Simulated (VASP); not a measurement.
Runs of VASP 6.6.1 on ZnAu. The structure is that of space group Pm-3m (No. 221), or close to it. The cells are those of the table. 

```csv
task,cell,cutoff (eV),gap on the mesh (eV),pressure (GPa)
single point,"a = 3.103 Å, 2 atoms",520,none,(a)
relaxation of cell and atoms,"relaxed from a = 3.147 Å, 2 atoms",600,none,0.0
single point,"a = 3.218 Å, 2 atoms",520,none,-3.1
single point,"a = 3.107 Å, 2 atoms",520,none,11.0
single point,"a = 3.249 Å, 2 atoms",520,none,-5.7
```

Alike in all rows: level PBE; potentials or basis VASP PAW PBE potentials, release 64 (Zn, Au); no spin polarisation; k mesh 14 × 14 × 14; smearing gaussian 0.1 eV.

Question: Fill in the values left out.

Answer: (a) 11.7.

Caveats: spin-orbit coupling is left out, which moves the levels of the heavy elements.

A k mesh can miss the band edges, and the runs leave out spin-orbit coupling on Au.

A gap of «none» marks levels without a gap at the run's occupations.
